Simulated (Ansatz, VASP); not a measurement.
**Ag9Ru7: VASP beside Ansatz**

```
Ru Ag
1.0
     2.80085   -4.88455    0.46985
     2.80089    4.88454   -0.46970
     0.00019   -0.86329    9.78322
Ru Ag
7 9
Cartesian
  2.7993 -3.1001 0.7631
  2.7995 -4.1523 7.0256
  2.7995 0.7865 6.5076
  2.7995 -2.4066 8.6713
  1.4869 -0.2137 8.4570
  4.1122 -0.2137 8.4570
  2.7995 2.4987 8.1470
  1.3881 -0.5586 1.3254
  1.4199 -1.7430 6.0794
  2.7993 1.8387 0.8359
  4.2106 -0.5585 1.3254
  4.1792 -1.7430 6.0795
  2.7996 -1.9273 3.4246
  1.4140 0.7002 3.9912
  4.1852 0.7002 3.9913
  2.7996 3.1521 3.2006
```

Alike in both runs: functional PBE; k mesh 4 × 4 × 2; occupations gaussian, width 0.1 eV; no spin polarisation.

Ansatz relaxed the structure, and its values are those at the end. VASP's run is a single point on that final structure, the one shown.

|  | VASP | Ansatz |
| --- | --- | --- |
| version | VASP 6.6.1 | Ansatz 0.2.0 |
| potentials or method | VASP PAW PBE potentials, release 64 (Ru_pv, Ag), cutoff 520 eV | scalar-relativistic, plane waves, PAW |
| valence electrons in the cell | 197 | 283 |

Ansatz gave:

* gap on the k mesh at the Fermi level (eV): none
* pressure (GPa): -0.2
* rms of the force components (eV/Å): 0.012

Task: Estimate VASP's values.

Result: gap on the k mesh at the Fermi level (eV): none; pressure (GPa): -0.2; rms of the force components (eV/Å): 0.013.

A gap of «none» marks a metal or a gap that the smearing closes. VASP's potentials hold 197 valence electrons a cell and Ansatz's 283, so a difference there can come from the potentials and not from the codes.
